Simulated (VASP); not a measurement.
# K (Fm-3m) in VASP: further runs

Runs on K. Level: revPBE. Tasks: single point.

Program: VASP 6.6.1. These are calculated values, not measurements. Logs are shortened: lines on timing, memory, paths and dates and some standing lists are left out, and cuts for length are marked.

## (1) The cell of the first run

The structure is cubic, space group Fm-3m (No. 225). The conventional cell has a = 6.750 Å, b = 6.750 Å, c = 6.750 Å, α = 90.00°, β = 90.00°, γ = 90.00°.

This isn't the form of K at room conditions, which is bcc.

## (2) Single point, revPBE (76.90 Å³/atom)

The input, INCAR:

```
SYSTEM = K
ALGO     = Normal         ! electronic algorithm
EDIFF    = 1E-6           ! SCF threshold, eV
ENCUT    = 520            ! plane-wave cutoff, eV
GGA      = RE             ! functional
ISIF     = 2              ! what is computed and relaxed
ISMEAR   = -1             ! smearing method
LASPH    = .True.         ! aspherical terms in the spheres
LCHARG   = .False.        ! write CHGCAR
LREAL    = .False.        ! projectors in reciprocal space
LWAVE    = .False.        ! write WAVECAR
NBANDS   = 10             ! bands
NELM     = 100            ! most SCF steps
PREC     = Accurate       ! precision mode
SIGMA    = 0.1            ! smearing width, eV
```

The input, KPOINTS:

```
k-points
0
Gamma
  13 13 13
  0 0 0
```

The input, POSCAR:

```
K
1.0
    0.0000000000      3.3752128809      3.3752128809
    3.3752128809      0.0000000000      3.3752128809
    3.3752128809      3.3752128809      0.0000000000
K
1
Direct
    0.0000000000      0.0000000000      0.0000000000
```

Potentials or basis: VASP PAW PBE potentials, release 64 (K_sv).

Launch:

```console
> cat potpaw_PBE.64/K_sv/POTCAR > POTCAR
> mpirun -np 1 vasp_std > vasp.out
```

OUTCAR:

```text
SYSTEM = K
   EDIFF = 1E-6
   ENCUT = 520
   GGA = RE
   ISIF = 2
   ISMEAR = -1
   LASPH = .True.
   LREAL = .False.
   NELM = 100
   PREC = Accurate

 ion  position               nearest neighbor table
   1  0.000  0.000  0.000-

  LATTYP: Found a face centered cubic cell.
 ALAT       =     6.7504257618

  Lattice vectors:

 A1 = (   0.0000000000,   3.3752128809,   3.3752128809)
 A2 = (   3.3752128809,   0.0000000000,   3.3752128809)
 A3 = (   3.3752128809,   3.3752128809,   0.0000000000)

Analysis of symmetry for initial positions (statically):
=====================================================================
 Subroutine PRICEL returns:
 Original cell was already a primitive cell.

 Routine SETGRP: Setting up the symmetry group for a
 face centered cubic supercell.

 Subroutine GETGRP returns: Found 48 space group operations
 (whereof 48 operations were pure point group operations)
 out of a pool of 48 trial point group operations.

The static configuration has the point symmetry O_h .

Analysis of symmetry for dynamics (positions and initial velocities):
=====================================================================
 Subroutine PRICEL returns:
 Original cell was already a primitive cell.

 Routine SETGRP: Setting up the symmetry group for a
 face centered cubic supercell.

 Subroutine GETGRP returns: Found 48 space group operations
 (whereof 48 operations were pure point group operations)
 out of a pool of 48 trial point group operations.

The dynamic configuration has the point symmetry O_h .

 Subroutine INISYM returns: Found 48 space group operations
 (whereof 48 operations are pure point group operations),
 and found     1 'primitive' translations

----------------------------------------------------------------------------------------

                                     Primitive cell

  volume of cell :      76.9013

  direct lattice vectors                    reciprocal lattice vectors
     0.000000000  3.375212881  3.375212881    -0.148138804  0.148138804  0.148138804
     3.375212881  0.000000000  3.375212881     0.148138804 -0.148138804  0.148138804
     3.375212881  3.375212881  0.000000000     0.148138804  0.148138804 -0.148138804

  length of vectors
     4.773271832  4.773271832  4.773271832     0.256583935  0.256583935  0.256583935

  position of ions in fractional coordinates (direct lattice)
     0.000000000  0.000000000  0.000000000

  ion indices of the primitive-cell ions
   primitive index   ion index
                 1           1

----------------------------------------------------------------------------------------

 KPOINTS: k-points

Automatic generation of k-mesh.
 Grid dimensions read from file:
 generate k-points for:   13   13   13

 Generating k-lattice:

  Cartesian coordinates                     Fractional coordinates (reciprocal lattice)
    -0.011395293  0.011395293  0.011395293     0.076923077  0.000000000  0.000000000
     0.011395293 -0.011395293  0.011395293     0.000000000  0.076923077  0.000000000
     0.011395293  0.011395293 -0.011395293     0.000000000  0.000000000  0.076923077

  Length of vectors
     0.019737226  0.019737226  0.019737226

  Shift w.r.t. Gamma in fractional coordinates (k-lattice)
     0.000000000  0.000000000  0.000000000

 Subroutine IBZKPT returns following result:
 ===========================================

 Found     84 irreducible k-points:

 Following reciprocal coordinates:
            Coordinates               Weight
  0.000000  0.000000  0.000000      1.000000
  0.076923  0.000000  0.000000      8.000000
  0.153846  0.000000  0.000000      8.000000
  0.230769  0.000000  0.000000      8.000000
  0.307692  0.000000  0.000000      8.000000
  0.384615  0.000000  0.000000      8.000000
[... 16 lines left out ...]
  0.384615  0.153846  0.000000     24.000000
  0.461538  0.153846  0.000000     24.000000
 [... further k-points ...]
   k-points           NKPTS =     84   k-points in BZ     NKDIM =     84   number of bands    NBANDS=     10
   number of dos      NEDOS =    301   number of ions     NIONS =      1
   total plane-waves  NPLWV =  46656
   dimension x,y,z NGX =    36 NGY =   36 NGZ =   36
   dimension x,y,z NGXF=    72 NGYF=   72 NGZF=   72
   ions per type =               1
   NGX,Y,Z   is equivalent  to a cutoff of  12.54, 12.54, 12.54 a.u.
   NGXF,Y,Z  is equivalent  to a cutoff of  25.08, 25.08, 25.08 a.u.
 SYSTEM =  K
   PREC   = accura    normal or accurate (medium, high low for compatibility)
   ISTART =      0    job   : 0-new  1-cont  2-samecut
   ICHARG =      2    charge: 1-file 2-atom 10-const
   ISPIN  =      1    spin polarized calculation?
   LNONCOLLINEAR =      F non collinear calculations
   LSORBIT =      F    spin-orbit coupling
   LASPH  =      T    aspherical Exc in radial PAW
   ENCUT  =  520.0 eV  38.22 Ry    6.18 a.u.   8.88  8.88  8.88*2*pi/ulx,y,z
   NELM   =    100;   NELMIN=  2; NELMDL= -5     # of ELM steps
   EDIFF  = 0.1E-05   stopping-criterion for ELM
   LREAL  =      F    real-space projection
   EDIFFG = 0.1E-04   stopping-criterion for IOM
   NSW    =      0    number of steps for IOM
   IBRION =     -1    ionic relax: 0-MD 1-quasi-New 2-CG
   NFREE  =      0    steps in history (QN), initial steepest desc. (CG)
   ISIF   =      2    stress and relaxation
   ISYM   =      2    0-nonsym 1-usesym 2-fastsym
   POTIM  = 0.5000    time-step for ionic-motion
   TEBEG  =    0.0;   TEEND  =   0.0 temperature during run
   PSTRESS=    0.0 pullay stress
   NELECT =       9.0000    total number of electrons
   NUPDOWN=      -1.0000    fix difference up-down
   EMIN   =  10.00;   EMAX   =-10.00  energy-range for DOS
   EFERMI =   0.00;   METHOD = LEGACY
   ISMEAR =    -1;   SIGMA  =   0.10  broadening in eV -4-tet -1-fermi 0-gaus
   EFERMI_NEDOS =   21; number of points for ismear=-14 and -15
   IALGO  =     38    algorithm
   IMIX   =      4    mixing-type and parameters
     AMIX     =   0.40;   BMIX     =  1.00
     AMIX_MAG =   1.60;   BMIX_MAG =  1.00
  volume/ion in A,a.u.               =      76.90       518.96
  Fermi-wavevector in a.u.,A,eV,Ry     =   0.800776  1.513248  8.724635  0.641243
  Thomas-Fermi vector in A             =   1.908137
   LORBIT       =      0    0 simple, 1 ext, 2 COOP (PROOUT), +10 PAW based schemes
   GGA     = RE    functional components
   LHFCALC =     F    Hartree Fock is set to
   AEXX    =    0.0000 exact exchange contribution
   IVDW    =     0    specifies the selected vdW correction
   LEPSILON=     F    determine dielectric tensor
   LRPA    =     F    only Hartree local field effects (RPA)
 non-spin polarized calculation
  energy-cutoff  :      520.00
  volume of cell :       76.90
 maximum number of plane-waves:      2091
   NGX = 17   NGY = 17   NGZ = 17

 number of electron       9.0000001 magnetization

 Free energy of the ion-electron system (eV)
  ---------------------------------------------------
  ext. energy  EPLUGINS =         0.00000000
  ---------------------------------------------------
  free energy    TOTEN  =        -0.95883422 eV

  energy without entropy =       -0.93185729  energy(sigma->0) =       -0.94534575

 E-fermi :  -0.1015     XC(G=0):  -5.4275

 val. band max:       -0.1522328760   @ k =  -0.2308   0.3077   0.0769
 cond. band min:      -0.0872605994   @ k =   0.4615   0.3846   0.0769
 fundamental gap:      0.0649722766
 Fermi energy:        -0.1014870124

 k-point     1 :       0.0000    0.0000    0.0000
  band No.  band energies     occupation
      1     -32.3558      2.00000
      2     -15.7774      2.00000
      3     -15.7774      2.00000
      4     -15.7774      2.00000
      5      -2.1942      2.00000
      6       4.1000      0.00000
      7       4.1000      0.00000
      8       4.1000      0.00000
      9       5.3267      0.00000
     10       5.3267      0.00000

 k-point     2 :       0.0769    0.0000    0.0000
  band No.  band energies     occupation
      1     -32.3556      2.00000
      2     -15.7806      2.00000
      3     -15.7779      2.00000
      4     -15.7779      2.00000
      5      -2.1273      2.00000
      6       3.8947      0.00000
      7       4.1260      0.00000
      8       4.1260      0.00000
      9       5.2598      0.00000
     10       5.2598      0.00000

 k-point     3 :       0.1538    0.0000    0.0000
  band No.  band energies     occupation
      1     -32.3552      2.00000
      2     -15.7894      2.00000
      3     -15.7791      2.00000
      4     -15.7791      2.00000
      5      -1.9290      2.00000
      6       3.4023      0.00000
      7       4.1754      0.00000
      8       4.1754      0.00000
      9       5.1440      0.00000
     10       5.1440      0.00000

 k-point     4 :       0.2308    0.0000    0.0000
  band No.  band energies     occupation
      1     -32.3545      2.00000
      2     -15.8018      2.00000
      3     -15.7808      2.00000
      4     -15.7808      2.00000
      5      -1.6057      2.00000
      6       2.7767      0.00000
      7       4.1656      0.00000
      8       4.1656      0.00000
      9       5.1532      0.00000
     10       5.1532      0.00000
[... 222 lines left out ...]
 k-point    22 :       0.3077    0.1538    0.0000
  band No.  band energies     occupation
      1     -32.3538      2.00000
      2     -15.8077      2.00000
      3     -15.7860      2.00000
      4     -15.7856      2.00000
      5      -1.2488      1.99998
      6       2.5915      0.00000
      7       3.6362      0.00000
      8       4.1375      0.00000
      9       4.6326      0.00000
     10       5.6544      0.00000

 k-point    23 :       0.3846    0.1538    0.0000
  band No.  band energies     occupation
      1     -32.3532      2.00000
      2     -15.8179      2.00000
      3     -15.7883      2.00000
      4     -15.7874      2.00000
      5      -0.7849      1.99785
      6       1.9628      0.00000
      7       3.4129      0.00000
      8       4.0796      0.00000
      9       4.8961      0.00000
     10       5.8881      0.00000

 k-point    24 :       0.4615    0.1538    0.0000
  band No.  band energies     occupation
      1     -32.3528      2.00000
      2     -15.8254      2.00000
      3     -15.7910      2.00000
      4     -15.7880      2.00000
      5      -0.2292      1.56385
      6       1.2895      0.00000
      7       3.2706      0.00000
      8       4.0193      0.00000
      9       5.1002      0.00000
     10       6.0345      0.00000

 [... further k-points ...]

------------------------ aborting loop because EDIFF is reached ----------------------------------------

  FORCE on cell =-STRESS in cart. coord.  units (eV):
  Direction    XX          YY          ZZ          XY          YZ          ZX
  --------------------------------------------------------------------------------------
  -------------------------------------------------------------------------------------
  Total        0.0621588      0.0621588      0.0621588     -0.0000000     -0.0000000     -0.0000000
  in kB        1.2950302      1.2950302      1.2950302     -0.0000000     -0.0000000     -0.0000000
  external PRESSURE =       1.2950302 kB  Pullay stress =       0.0000000 kB

 VOLUME and BASIS-vectors are now :
 -----------------------------------------------------------------------------
  energy-cutoff  :      520.00
  volume of cell :       76.90
      direct lattice vectors                 reciprocal lattice vectors
     0.000000000  3.375212881  3.375212881    -0.148138804  0.148138804  0.148138804
     3.375212881  0.000000000  3.375212881     0.148138804 -0.148138804  0.148138804
     3.375212881  3.375212881  0.000000000     0.148138804  0.148138804 -0.148138804

 POSITION                                       TOTAL-FORCE (eV/Angst)
 -----------------------------------------------------------------------------------
      0.00000      0.00000      0.00000         0.000000     -0.000000      0.000000
 -----------------------------------------------------------------------------------
    total drift:                               -0.000000      0.000000      0.000000

  FREE ENERGIE OF THE ION-ELECTRON SYSTEM (eV)
  ---------------------------------------------------
  free  energy   TOTEN  =        -0.9588342197 eV

  energy  without entropy=       -0.9318572900  energy(sigma->0) =       -0.94534575
```

Wall time 22 s (1 thread of Intel Xeon Platinum 8488C (Sapphire Rapids), shared host); peak memory 0.23 GiB.

What came out:

| Item | Value |
| --- | --- |
| Free energy | -0.9588 eV |
| Pressure | 0.1 GPa |
| Band gap on the k mesh | zero (an odd number of electrons rules out a gap without spin polarisation) |

Levels at points of the mesh, in eV from the Fermi level:
| k point | band 3 | band 4 | band 5 | band 6 | band 7 | band 8 |
| --- | --- | --- | --- | --- | --- | --- |
| (0.00, 0.00, 0.00) | -15.68 | -15.68 | -2.09 | 4.20 | 4.20 | 4.20 |

Caveat: the PAW data sets were made with another functional, which shifts forces and pressure a little.

## (3) Single point, revPBE

This run uses another cell than the first one, of 80.11 Å³/atom.

The input, INCAR:

```
SYSTEM = K
PREC     = Accurate       ! precision mode
ENCUT    = 520            ! plane-wave cutoff, eV
EDIFF    = 1E-6           ! SCF threshold, eV
ISMEAR   = -1             ! smearing method
SIGMA    = 0.1            ! smearing width, eV
LREAL    = .FALSE.        ! projectors in reciprocal space
LASPH    = .TRUE.         ! aspherical terms in the spheres
NELM     = 60             ! most SCF steps
ALGO     = Normal         ! electronic algorithm
ISIF     = 2              ! what is computed and relaxed
LWAVE    = .FALSE.        ! write WAVECAR
LCHARG   = .FALSE.        ! write CHGCAR
GGA      = RE             ! functional
NBANDS   = 10             ! bands
```

The input, KPOINTS:

```
Automatic mesh
0
G
  13 13 13
  0 0 0
```

The input, POSCAR:

```
K
1.0
    0.0000000000      3.4214544199      3.4214544199
    3.4214544199      0.0000000000      3.4214544199
    3.4214544199      3.4214544199      0.0000000000
K
1
Direct
    0.0000000000      0.0000000000      0.0000000000
```

Potentials or basis: VASP PAW PBE potentials, release 64 (K_sv).

Launch:

```console
> cat potpaw_PBE.64/K_sv/POTCAR > POTCAR
> mpirun -np 1 vasp_std > vasp.out
```

Run time: 22 s. Hardware: 1 thread of Intel Xeon Platinum 8488C (Sapphire Rapids), shared host; peak memory 0.23 GiB.

It converged, with:

- Free energy: -0.9603 eV
- Pressure: 0.0 GPa
- Band gap on the k mesh: zero (an odd number of electrons rules out a gap without spin polarisation)

Levels at points of the mesh, in eV from the Fermi level:
```tsv
k point	band 1	band 2	band 3	band 4	band 5	band 6	band 7	band 8	band 9	band 10
(0.00, 0.00, 0.00)	-32.28	-15.71	-15.71	-15.71	-2.04	4.16	4.16	4.16	5.36	5.36
```

Caveat: the PAW data sets were made with another functional, which shifts forces and pressure a little.

## (4) Single point, revPBE (80.11 Å³/atom)

This run uses another cell than the first one, of 80.11 Å³/atom.

The input, INCAR:

```
  ALGO = Normal
  EDIFF = 1E-7
  ENCUT = 520
  GGA = RE
  ISIF = 2
  ISMEAR = -1
  LASPH = T
  LCHARG = F
  LREAL = F
  LWAVE = F
  NBANDS = 10
  NELM = 80
  PREC = Accurate
  SIGMA = 0.1
```

The input, KPOINTS:

```
k-points
0
Gamma
  13 13 13
```

POSCAR is that of step 3.

Launch:

```console
> cat potpaw_PBE.64/K_sv/POTCAR > POTCAR
> mpirun -np 1 vasp_std > vasp.out
```

Wall time 26 s (1 thread of Intel Xeon Platinum 8488C (Sapphire Rapids), shared host); peak memory 0.23 GiB.

The run converged. Its results:

```
Free energy            : -0.9603 eV
Pressure               : 0.0 GPa
Band gap on the k mesh : zero (an odd number of electrons rules out a gap without spin polarisation)
```

Levels at points of the mesh, in eV from the Fermi level:
```tsv
k point	band 2	band 3	band 4	band 5	band 6	band 7	band 8	band 9
(0.00, 0.00, 0.00)	-15.71	-15.71	-15.71	-2.04	4.16	4.16	4.16	5.36
```

Caveat: the PAW data sets were made with another functional, which shifts forces and pressure a little.

## (5) Single point, revPBE (83.31 Å³/atom)

This run uses another cell than the first one, of 83.31 Å³/atom.

The input, INCAR:

```
PREC = Accurate
ENCUT = 520
EDIFF = 1E-6
ISMEAR = -1
SIGMA = 0.1
LREAL = F
LASPH = T
NELM = 80
ALGO = Normal
ISIF = 2
LWAVE = F
LCHARG = T
GGA = RE
LELF = T
LVHAR = T
NBANDS = 10
```

The input, KPOINTS:

```
regular mesh
0
Gamma
  13 13 13
```

The input, POSCAR:

```
K
1.0
    0.0000000000      3.4664787203      3.4664787203
    3.4664787203      0.0000000000      3.4664787203
    3.4664787203      3.4664787203      0.0000000000
K
1
Direct
    0.0000000000      0.0000000000      0.0000000000
```

Launch:

```console
> cat potpaw_PBE.64/K_sv/POTCAR > POTCAR
> mpirun -np 1 vasp_std > vasp.out
```

It took 24 s on 1 thread of Intel Xeon Platinum 8488C (Sapphire Rapids), shared host; peak memory 0.23 GiB.

Results (log left out):

| Property | Result |
| --- | --- |
| Free energy | -0.9593 eV |
| Pressure | -0.1 GPa |
| Band gap on the k mesh | zero (an odd number of electrons rules out a gap without spin polarisation) |

Levels at points of the mesh, in eV from the Fermi level:
| k point | band 1 | band 2 | band 3 | band 4 | band 5 | band 6 | band 7 | band 8 | band 9 | band 10 |
| --- | --- | --- | --- | --- | --- | --- | --- | --- | --- | --- |
| (0.00, 0.00, 0.00) | -32.31 | -15.73 | -15.73 | -15.73 | -1.98 | 4.12 | 4.12 | 4.12 | 5.29 | 5.29 |

Caveat: the PAW data sets were made with another functional, which shifts forces and pressure a little.

[end of part 1 of 2]

The gap in the log of VASP goes by the Fermi energy; the results here count the filled bands.